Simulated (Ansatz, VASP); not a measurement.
**One calculation of Al2O3, two programs**

Contents of INCAR:

```
SYSTEM = Al2O3
PREC = Accurate
ENCUT = 520
EDIFF = 1E-6
ISMEAR = 0
SIGMA = 0.05
LREAL = .FALSE.
LASPH = .TRUE.
NELM = 100
ALGO = Normal
ISIF = 2
LWAVE = .FALSE.
LCHARG = .FALSE.
NBANDS = 35
```

KPOINTS

```
regular mesh
0
G
  6 4 8
  0 0 0
```

Contents of POSCAR:

```
Al2O3
1.0
    4.5925857122      0.0000000000      0.0000000000
    0.0000000000      9.5731211374      0.0000000000
    0.0000000000      0.0000000000      2.9745879034
Al O
4 6
Direct
    0.4138788494      0.3309999366      0.5000000000
    0.5861211506      0.6690000634      0.5000000000
    0.9138788494      0.1690000634      0.0000000000
    0.0861211506      0.8309999366      0.0000000000
    0.7315554251      0.2226862107      0.5000000000
    0.0000000000      0.0000000000      0.0000000000
    0.7684445749      0.7226862107      0.0000000000
    0.2315554251      0.2773137893      0.0000000000
    0.2684445749      0.7773137893      0.5000000000
    0.5000000000      0.5000000000      0.5000000000
```

Input for Ansatz:

```yaml
crystal:
  lattice:
    - [4.5925857122, 0.0, 0.0]
    - [0.0, 9.5731211374, 0.0]
    - [0.0, 0.0, 2.9745879034]
  atoms:
    - { symbol: Al, position: [0.4138788494, 0.3309999366, 0.5] }
    - { symbol: Al, position: [0.5861211506, 0.6690000634, 0.5] }
    - { symbol: Al, position: [0.9138788494, 0.1690000634, 0.0] }
    - { symbol: Al, position: [0.0861211506, 0.8309999366, 0.0] }
    - { symbol: O, position: [0.7315554251, 0.2226862107, 0.5] }
    - { symbol: O, position: [0.0, 0.0, 0.0] }
    - { symbol: O, position: [0.7684445749, 0.7226862107, 0.0] }
    - { symbol: O, position: [0.2315554251, 0.2773137893, 0.0] }
    - { symbol: O, position: [0.2684445749, 0.7773137893, 0.5] }
    - { symbol: O, position: [0.5, 0.5, 0.5] }
basis:
  ecutwfc: 420
kpoints:
  mp_grid: { grid: [6, 4, 8] }
hamiltonian:
  xc: lda
scf:
  occupations: { method: gaussian, width: 0.05 }
output:
  forces: true
  stress: true
  eigenvalues: true
```

Alike in both runs: task single point; functional LDA; k mesh 6 × 4 × 8; occupations gaussian, width 0.05 eV; no spin polarisation.

|  | VASP | Ansatz |
| --- | --- | --- |
| version | VASP 6.6.1 | Ansatz 0.2.0 |
| potentials or method | VASP PAW LDA potentials, release 64 (Al, O), cutoff 520 eV | scalar-relativistic, plane waves, PAW |
| valence electrons in the cell | 48 | 48 |

```tsv
	VASP	Ansatz	Ansatz less VASP
gap on the k mesh at the Fermi level (eV)	3.46	3.47	+0.010
least direct gap on the mesh (eV)	3.46	3.47	+0.010
pressure (GPa)	0.8	0.0	-0.86
traceless stress, the component that is largest in VASP (GPa)	0.53	0.01	-0.519
rms of the force components (eV/Å)	0.031	0.001	-0.0296
```

LDA's correlation is that of Perdew and Zunger in VASP and of Perdew and Wang (1992) in Ansatz. Atom by atom the forces differ by 0.030 eV/Å (rms over components).
